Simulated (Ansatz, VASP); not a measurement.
Two plane-wave programs on Rh

POSCAR

```
Rh
1.0
    0.0000000000      1.9015500000      1.9015500000
    1.9015500000      0.0000000000      1.9015500000
    1.9015500000      1.9015500000      0.0000000000
Rh
1
Direct
    0.0000000000      0.0000000000      0.0000000000
```

INCAR.step1

```
  PREC = Accurate
  ENCUT = 580
  ISMEAR = 0
  SIGMA = 0.15
  LREAL = F
  LASPH = T
  NELM = 120
  NBANDS = 14
  GGA = PE
  ALGO = Normal
  EDIFF = 1E-5
  LWAVE = T
  LCHARG = F
  GGA_COMPAT = F
```

INCAR.step2

```
  PREC = Accurate
  ENCUT = 580
  EDIFF = 1E-6
  ISMEAR = 0
  SIGMA = 0.15
  LREAL = F
  LASPH = T
  NELM = 120
  ALGO = Normal
  ISIF = 2
  LWAVE = F
  LCHARG = F
  METAGGA = R2SCAN
  LMIXTAU = T
  NBANDS = 14
  ISTART = 1
  GGA_COMPAT = F
```

Contents of KPOINTS:

```
regular mesh
0
Gamma
  24 24 24
```

Input for Ansatz:

```yaml
crystal:
  lattice:
    - [0.0, 1.90155, 1.90155]
    - [1.90155, 0.0, 1.90155]
    - [1.90155, 1.90155, 0.0]
  atoms:
    - { symbol: Rh, position: [0.0, 0.0, 0.0] }
basis:
  ecutwfc: 500
kpoints:
  mp_grid: { grid: [24, 24, 24] }
hamiltonian:
  xc: r2scan
scf:
  occupations: { method: gaussian, width: 0.15 }
output:
  forces: true
  stress: true
  eigenvalues: true
  write_density: true
  write_potential: true
  elf: true
  volumetric_format: npy
```

Alike in both runs: task single point; functional r2SCAN; k mesh 24 × 24 × 24; occupations gaussian, width 0.15 eV; no spin polarisation.

|  | VASP | Ansatz |
| --- | --- | --- |
| version | VASP 6.6.1 | Ansatz 0.2.0 |
| potentials or method | VASP PAW PBE potentials, release 64 (Rh_sv_GW), cutoff 580 eV | scalar-relativistic, plane waves, PAW |
| valence electrons in the cell | 17 | 17 |

Ansatz gave:

- gap on the k mesh at the Fermi level (eV): none
- pressure (GPa): -0.7

Problem. Estimate VASP's values.

Solution. gap on the k mesh at the Fermi level (eV): none; pressure (GPa): -2.3.

VASP's potentials were made for PBE, not for r2SCAN. A gap of «none» marks a metal or a gap that the smearing closes. With one functional, cell and mesh, what is left measures potentials, basis and numerics.
